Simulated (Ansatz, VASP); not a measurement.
# Al: VASP beside Ansatz

Contents of INCAR:

```
SYSTEM = Al
  PREC = Accurate
  ENCUT = 520
  EDIFF = 1E-6
  ISMEAR = 0
  SIGMA = 0.15
  LREAL = .FALSE.
  LASPH = .TRUE.
  NELM = 80
  ALGO = Fast
  ISIF = 2
  LWAVE = .FALSE.
  LCHARG = .FALSE.
  GGA = PE
  IVDW = 12
  NBANDS = 8
```

Contents of KPOINTS:

```
Automatic mesh
0
G
  20 20 20
  0 0 0
```

POSCAR

```
Al
1.0
   -0.0928811800      1.9910220790      2.1303936245
    1.8981408990      0.0000000000      2.0375124445
    1.9910220790      1.9910220790     -0.0928811800
Al
1
Direct
    0.0000000000      0.0000000000      0.0000000000
```

Input for Ansatz:

```yaml
crystal:
  lattice:
    - [-0.09288118, 1.991022079, 2.1303936245]
    - [1.898140899, 0.0, 2.0375124445]
    - [1.991022079, 1.991022079, -0.09288118]
  atoms:
    - { symbol: Al, position: [0.0, 0.0, 0.0] }
basis:
  ecutwfc: 420
kpoints:
  mp_grid: { grid: [20, 20, 20] }
hamiltonian:
  xc: pbe
  pseudopotentials: { kind: paw, azcp: { folder: soft_1 } }
  dispersion: d3bj
scf:
  occupations: { method: gaussian, width: 0.15 }
output:
  forces: true
  stress: true
  eigenvalues: true
```

Change from the starting cell: engineering shear strain xz -0.0933, normal strain along z +0.0700.

Alike in both runs: task single point; functional PBE; dispersion D3(BJ); k mesh 20 × 20 × 20; occupations gaussian, width 0.15 eV; no spin polarisation.

|  | VASP | Ansatz |
| --- | --- | --- |
| version | VASP 6.6.1 | Ansatz 0.2.0 |
| potentials or method | VASP PAW PBE potentials, release 64 (Al), cutoff 520 eV | scalar-relativistic, plane waves, PAW |
| valence electrons in the cell | 3 | 3 |

Ansatz gave:

* gap on the k mesh at the Fermi level (eV): none
* pressure (GPa): -4.0
* traceless stress, the component that is largest in VASP (GPa): 2.56

Question: Estimate VASP's values.

Answer: gap on the k mesh at the Fermi level (eV): none; pressure (GPa): -4.1; traceless stress, the component that is largest in VASP (GPa): 2.55.

A gap of «none» marks a metal or a gap that the smearing closes.
